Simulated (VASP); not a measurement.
Runs of VASP 6.6.1 on Cd. The structure is that of space group Fm-3m (No. 225), or close to it. The cells are those of the table. This isn't the form of Cd at room conditions, which is hcp.

```csv
task,cell,k mesh,cutoff (eV),gap on the mesh (eV),pressure (GPa)
relaxation of cell and atoms,"relaxed to 48 GPa from a = 2.806 Å, angles 60.0°, 1 atom",17 × 17 × 17,600,none,48.0
single point,"a = 2.804 Å, angles 60.0°, 1 atom",17 × 17 × 17,520,none,49.5
single point,"a = 3.185 Å, angles 60.0°, 1 atom",15 × 15 × 15,520,none,(a)
relaxation of cell and atoms,"relaxed to 48 GPa from a = 2.804 Å, angles 60.0°, 1 atom",17 × 17 × 17,600,none,48.0
```

Alike in all rows: level PBE; potentials or basis VASP PAW PBE potentials, release 64 (Cd); no spin polarisation; smearing fermi-dirac 0.1 eV.

**Question.** Fill in the values left out.

**Answer.** (a) 0.2.

Caveats: the cell is relaxed towards a set pressure, so the run minimises the enthalpy, not the energy (at least some runs); the cell stands under pressure (at least some runs).

A k mesh can miss the band edges, and the runs leave out spin-orbit coupling on Cd.

A gap of «none» marks levels without a gap at the run's occupations.
